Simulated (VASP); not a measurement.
# K4F5 in VASP: single point with r2SCAN

Aim: the single point of K4F5 with r2SCAN.

Everything below comes from runs of VASP 6.6.1. Logs are shortened: lines on timing, memory, paths and dates and some standing lists are left out, and cuts for length are marked.

## (1) The cell of the first run

The cell holds a slab with vacuum, 9 atoms: a = 3.760 Å, b = 3.760 Å, c = 27.280 Å, α = 90.00°, β = 90.00°, γ = 120.00°.

## (2) Single point, r2SCAN

Input file POSCAR:

```
K4F5
1.0
    3.7600372756      0.0000000000      0.0000000000
   -1.8800186378      3.2562877999      0.0000000000
    0.0000000000      0.0000000000     27.2802303188
F K
5 4
Direct
    0.3333333333      0.6666666667      0.2851655152
    0.0000000000      0.0000000000      0.3895246499
    0.6666666667      0.3333333333      0.5000005448
    0.3333333333      0.6666666667      0.6104763167
    0.0000000000      0.0000000000      0.7148296153
    0.6666666667      0.3333333333      0.3277581251
    0.3333333333      0.6666666667      0.4432943372
    0.0000000000      0.0000000000      0.5567061625
    0.6666666667      0.3333333333      0.6722447334
```

Input file INCAR.step1:

```
SYSTEM = K4F5
PREC = Accurate
ENCUT = 520
ISMEAR = 0
SIGMA = 0.05
LREAL = .FALSE.
LASPH = .TRUE.
NELM = 100
LDIPOL = .TRUE.
IDIPOL = 3
DIPOL = 0.5 0.5 0.500
NBANDS = 46
GGA = PE
ALGO = Normal
EDIFF = 1E-4
LWAVE = .TRUE.
LCHARG = .FALSE.
```

Input file INCAR.step2:

```
SYSTEM = K4F5
PREC = Accurate
ENCUT = 520
EDIFF = 1E-6
ISMEAR = 0
SIGMA = 0.05
LREAL = .FALSE.
LASPH = .TRUE.
NELM = 100
ALGO = Normal
ISIF = 2
LWAVE = .FALSE.
LCHARG = .FALSE.
LDIPOL = .TRUE.
IDIPOL = 3
DIPOL = 0.5 0.5 0.500
METAGGA = R2SCAN
LMIXTAU = .TRUE.
NBANDS = 46
ISTART = 1
```

Input file KPOINTS:

```
Automatic mesh
0
G
  9 9 1
  0 0 0
```

Potentials or basis: VASP PAW PBE potentials, release 64 (F, K_sv).

The run is started by

```
$ cat potpaw_PBE.64/F/POTCAR potpaw_PBE.64/K_sv/POTCAR > POTCAR
$ cp INCAR.step1 INCAR
$ mpirun -np 1 vasp_std > vasp.out
$ cp INCAR.step2 INCAR
$ mpirun -np 1 vasp_std > vasp.out
```

OUTCAR:

```text
SYSTEM = K4F5
   PREC = Accurate
   ENCUT = 520
   EDIFF = 1E-6
   ISMEAR = 0
   LREAL = .FALSE.
   LASPH = .TRUE.
   NELM = 100
   ISIF = 2
   METAGGA = R2SCAN
   ISTART = 1

 ion  position               nearest neighbor table
   1  0.333  0.667  0.285-   6 2.46   6 2.46   6 2.46
   2  0.000  0.000  0.390-   7 2.62   7 2.62   7 2.62   6 2.75   6 2.75   6 2.75
   3  0.667  0.333  0.500-   8 2.67   8 2.67   8 2.67   7 2.67   7 2.67   7 2.67
   4  0.333  0.667  0.610-   8 2.62   8 2.62   8 2.62   9 2.75   9 2.75   9 2.75
   5  0.000  0.000  0.715-   9 2.46   9 2.46   9 2.46
   6  0.667  0.333  0.328-   1 2.46   1 2.46   1 2.46   2 2.75   2 2.75   2 2.75
   7  0.333  0.667  0.443-   2 2.62   2 2.62   2 2.62   3 2.67   3 2.67   3 2.67   8 3.78   8 3.78
                             8 3.78
   8  0.000  0.000  0.557-   4 2.62   4 2.62   4 2.62   3 2.67   3 2.67   3 2.67   7 3.78   7 3.78
                             7 3.78
   9  0.667  0.333  0.672-   5 2.46   5 2.46   5 2.46   4 2.75   4 2.75   4 2.75

  LATTYP: Found a hexagonal cell.
 ALAT       =     3.7600372756
 C/A-ratio  =     7.2553084768

  Lattice vectors:

 A1 = (   3.7600372756,   0.0000000000,   0.0000000000)
 A2 = (  -1.8800186378,   3.2562877999,   0.0000000000)
 A3 = (   0.0000000000,   0.0000000000,  27.2802303188)

Analysis of symmetry for initial positions (statically):
=====================================================================
 Subroutine PRICEL returns:
 Original cell was already a primitive cell.

 Routine SETGRP: Setting up the symmetry group for a
 hexagonal supercell.

 Subroutine GETGRP returns: Found 12 space group operations
 (whereof  6 operations were pure point group operations)
 out of a pool of 24 trial point group operations.

The static configuration has the point symmetry C_3v.
 The point group associated with its full space group is D_3d.

Analysis of symmetry for dynamics (positions and initial velocities):
=====================================================================
 Subroutine PRICEL returns:
 Original cell was already a primitive cell.

 Routine SETGRP: Setting up the symmetry group for a
 hexagonal supercell.

 Subroutine GETGRP returns: Found 12 space group operations
 (whereof  6 operations were pure point group operations)
 out of a pool of 24 trial point group operations.

The dynamic configuration has the point symmetry C_3v.
 The point group associated with its full space group is D_3d.

 Subroutine INISYM returns: Found 12 space group operations
 (whereof  6 operations are pure point group operations),
 and found     1 'primitive' translations

----------------------------------------------------------------------------------------

                                     Primitive cell

  volume of cell :     334.0127

  direct lattice vectors                    reciprocal lattice vectors
     3.760037276  0.000000000  0.000000000     0.265954810  0.153549081  0.000000000
    -1.880018638  3.256287800  0.000000000     0.000000000  0.307098163  0.000000000
     0.000000000  0.000000000 27.280230319     0.000000000  0.000000000  0.036656582

  length of vectors
     3.760037276  3.760037276 27.280230319     0.307098163  0.307098163  0.036656582

  position of ions in fractional coordinates (direct lattice)
     0.333333333  0.666666667  0.285165515
     0.000000000  0.000000000  0.389524650
     0.666666667  0.333333333  0.500000545
     0.333333333  0.666666667  0.610476317
     0.000000000  0.000000000  0.714829615
     0.666666667  0.333333333  0.327758125
     0.333333333  0.666666667  0.443294337
     0.000000000  0.000000000  0.556706162
     0.666666667  0.333333333  0.672244733

  ion indices of the primitive-cell ions
   primitive index   ion index
                 1           1
                 2           2
                 3           3
                 4           4
                 5           5
                 6           6
                 7           7
                 8           8
                 9           9

----------------------------------------------------------------------------------------

 KPOINTS: Automatic mesh

Automatic generation of k-mesh.
 Grid dimensions read from file:
 generate k-points for:    9    9    1

 Generating k-lattice:

  Cartesian coordinates                     Fractional coordinates (reciprocal lattice)
     0.029550534  0.017061009  0.000000000     0.111111111  0.000000000  0.000000000
     0.000000000  0.034122018  0.000000000     0.000000000  0.111111111  0.000000000
     0.000000000  0.000000000  0.036656582     0.000000000  0.000000000  1.000000000

  Length of vectors
     0.034122018  0.034122018  0.036656582

  Shift w.r.t. Gamma in fractional coordinates (k-lattice)
     0.000000000  0.000000000  0.000000000

 Subroutine IBZKPT returns following result:
 ===========================================

 Found     12 irreducible k-points:

 Following reciprocal coordinates:
            Coordinates               Weight
  0.000000  0.000000  0.000000      1.000000
  0.111111  0.000000  0.000000      6.000000
  0.222222  0.000000  0.000000      6.000000
  0.333333 -0.000000  0.000000      6.000000
  0.444444  0.000000  0.000000      6.000000
  0.111111  0.111111  0.000000      6.000000
  0.222222  0.111111  0.000000     12.000000
  0.333333  0.111111  0.000000     12.000000
  0.444444  0.111111  0.000000      6.000000
  0.222222  0.222222  0.000000      6.000000
  0.333333  0.222222  0.000000     12.000000
  0.333333  0.333333  0.000000      2.000000
   k-points           NKPTS =     12   k-points in BZ     NKDIM =     12   number of bands    NBANDS=     46
   number of dos      NEDOS =    301   number of ions     NIONS =      9
   total plane-waves  NPLWV = 164640
   dimension x,y,z NGX =    28 NGY =   28 NGZ =  210
   dimension x,y,z NGXF=    56 NGYF=   56 NGZF=  420
   ions per type =               5   4
   NGX,Y,Z   is equivalent  to a cutoff of  12.38, 12.38, 12.80 a.u.
   NGXF,Y,Z  is equivalent  to a cutoff of  24.76, 24.76, 25.59 a.u.
 SYSTEM =  K4F5
   PREC   = accura    normal or accurate (medium, high low for compatibility)
   ISTART =      1    job   : 0-new  1-cont  2-samecut
   ICHARG =      0    charge: 1-file 2-atom 10-const
   ISPIN  =      1    spin polarized calculation?
   LNONCOLLINEAR =      F non collinear calculations
   LSORBIT =      F    spin-orbit coupling
   LASPH  =      T    aspherical Exc in radial PAW
   ENCUT  =  520.0 eV  38.22 Ry    6.18 a.u.   6.99  6.99 50.72*2*pi/ulx,y,z
   NELM   =    100;   NELMIN=  2; NELMDL=  0     # of ELM steps
   EDIFF  = 0.1E-05   stopping-criterion for ELM
   LREAL  =      F    real-space projection
   EDIFFG = 0.1E-04   stopping-criterion for IOM
   NSW    =      0    number of steps for IOM
   IBRION =     -1    ionic relax: 0-MD 1-quasi-New 2-CG
   NFREE  =      0    steps in history (QN), initial steepest desc. (CG)
   ISIF   =      2    stress and relaxation
   ISYM   =      2    0-nonsym 1-usesym 2-fastsym
   POTIM  = 0.5000    time-step for ionic-motion
   TEBEG  =    0.0;   TEEND  =   0.0 temperature during run
   PSTRESS=    0.0 pullay stress
   NELECT =      71.0000    total number of electrons
   NUPDOWN=      -1.0000    fix difference up-down
   EMIN   =  10.00;   EMAX   =-10.00  energy-range for DOS
   EFERMI =   0.00;   METHOD = LEGACY
   ISMEAR =     0;   SIGMA  =   0.05  broadening in eV -4-tet -1-fermi 0-gaus
   EFERMI_NEDOS =   21; number of points for ismear=-14 and -15
   IALGO  =     38    algorithm
   IMIX   =      4    mixing-type and parameters
     AMIX     =   0.40;   BMIX     =  1.00
     AMIX_MAG =   1.60;   BMIX_MAG =  1.00
  volume/ion in A,a.u.               =      37.11       250.45
  Fermi-wavevector in a.u.,A,eV,Ry     =   0.977027  1.846314 12.987877  0.954582
  Thomas-Fermi vector in A             =   2.107692
   LORBIT       =      0    0 simple, 1 ext, 2 COOP (PROOUT), +10 PAW based schemes
   METAGGA = R2SCAN    functional components
   LHFCALC =     F    Hartree Fock is set to
   AEXX    =    0.0000 exact exchange contribution
   IVDW    =     0    specifies the selected vdW correction
   LEPSILON=     F    determine dielectric tensor
   LRPA    =     F    only Hartree local field effects (RPA)
 non-spin polarized calculation
 Gauss-broadening in eV      SIGMA  =   0.05
  energy-cutoff  :      520.00
  volume of cell :      334.01
 maximum number of plane-waves:      9033
 NGX is ok and might be reduce to    28
   NGX = 13   NGY = 13   NGZ =101

 number of electron      71.0000008 magnetization

 dipolmoment           0.000000      0.000000      0.000242 electrons x Angstroem

 Free energy of the ion-electron system (eV)
  ---------------------------------------------------
  ext. energy  EPLUGINS =         0.00000000
  ---------------------------------------------------
  free energy    TOTEN  =       -61.57154364 eV

  energy without entropy =      -61.51618292  energy(sigma->0) =      -61.54386328

 E-fermi :  -7.0936     XC(G=0):  -4.6132

 val. band max:       -7.1098451245   @ k =   0.1111   0.0000   0.0000
 cond. band min:       0.3177143854   @ k =   0.0000   0.0000   0.0000
 fundamental gap:      7.4275595099
 Fermi energy:        -7.0936349167

 k-point     1 :       0.0000    0.0000    0.0000
  band No.  band energies     occupation
      1     -34.0612      2.00000
      2     -34.0120      2.00000
      3     -33.4027      2.00000
      4     -33.3990      2.00000
      5     -27.0772      2.00000
      6     -27.0521      2.00000
[... 38 lines left out ...]
     45       4.2420      0.00000
     46       4.6433      0.00000
[... 498 lines left out ...]
      6     -27.0811      2.00000
[... 38 lines left out ...]
     45       5.3774      0.00000
     46       5.6747      0.00000

------------------------ aborting loop because EDIFF is reached ----------------------------------------

 vacuum level on the upper side and lower side of the slab       (xc-potential included)        -0.024        -0.028

  FORCE on cell =-STRESS in cart. coord.  units (eV):
  Direction    XX          YY          ZZ          XY          YZ          ZX
  --------------------------------------------------------------------------------------
  -------------------------------------------------------------------------------------
  Total        2.3091945      2.3091945     -0.0384319      0.0000000      0.0000000      0.0000000
  in kB       11.0766422     11.0766422     -0.1843486      0.0000000      0.0000000      0.0000000
  external PRESSURE =       7.3229786 kB  Pullay stress =       0.0000000 kB

 VOLUME and BASIS-vectors are now :
 -----------------------------------------------------------------------------
  energy-cutoff  :      520.00
  volume of cell :      334.01
      direct lattice vectors                 reciprocal lattice vectors
     3.760037276  0.000000000  0.000000000     0.265954810  0.153549081  0.000000000
    -1.880018638  3.256287800  0.000000000     0.000000000  0.307098163  0.000000000
     0.000000000  0.000000000 27.280230319     0.000000000  0.000000000  0.036656582

 POSITION                                       TOTAL-FORCE (eV/Angst)
 -----------------------------------------------------------------------------------
     -0.00000      2.17086      7.77938        -0.000000     -0.000000     -0.020207
      0.00000      0.00000     10.62632         0.000000     -0.000000     -0.014033
      1.88002      1.08543     13.64013         0.000000     -0.000000     -0.000000
     -0.00000      2.17086     16.65393        -0.000000      0.000000      0.014033
      0.00000      0.00000     19.50072         0.000000     -0.000000      0.020207
      1.88002      1.08543      8.94132         0.000000     -0.000000      0.019816
     -0.00000      2.17086     12.09317        -0.000000      0.000000     -0.001734
      0.00000      0.00000     15.18707         0.000000     -0.000000      0.001734
      1.88002      1.08543     18.33899        -0.000000      0.000000     -0.019816
 -----------------------------------------------------------------------------------
    total drift:                                0.000001     -0.000001      0.208730

  FREE ENERGIE OF THE ION-ELECTRON SYSTEM (eV)
  ---------------------------------------------------
  free  energy   TOTEN  =       -61.5715436369 eV

  energy  without entropy=      -61.5161829193  energy(sigma->0) =      -61.54386328

 vacuum level on the upper side and lower side of the slab         3.190         3.186
```

It took 22 min on 1 thread of Intel Xeon Platinum 8375C at 2.90GHz (Ice Lake), shared host; peak memory 0.51 GiB.

Results:

- Free energy: -61.5715 eV
- Largest force: 0.020 eV/Å
- Band gap on the k mesh: zero (an odd number of electrons rules out a gap without spin polarisation)

Forces on the atoms (eV/Å):
```
F    0.000  0.000 -0.020
F    0.000  0.000 -0.014
F    0.000  0.000  0.000
F    0.000  0.000  0.014
F    0.000  0.000  0.020
K    0.000  0.000  0.020
K    0.000  0.000 -0.002
K    0.000  0.000  0.002
K    0.000  0.000 -0.020
```

Levels at points of the mesh, in eV from the Fermi level:
| k point | band 32 | band 33 | band 34 | band 35 | band 36 | band 37 | band 38 | band 39 | band 40 | band 41 |
| --- | --- | --- | --- | --- | --- | --- | --- | --- | --- | --- |
| (0.00, 0.00, 0.00) | -0.05 | -0.05 | -0.05 | -0.02 | -0.02 | 7.41 | 8.37 | 9.29 | 9.76 | 10.29 |

Caveat: the PAW data sets were made with another functional, which shifts forces and pressure a little; an odd number of electrons without spin polarisation forces a metal; a magnetic or distorted state may lie lower.
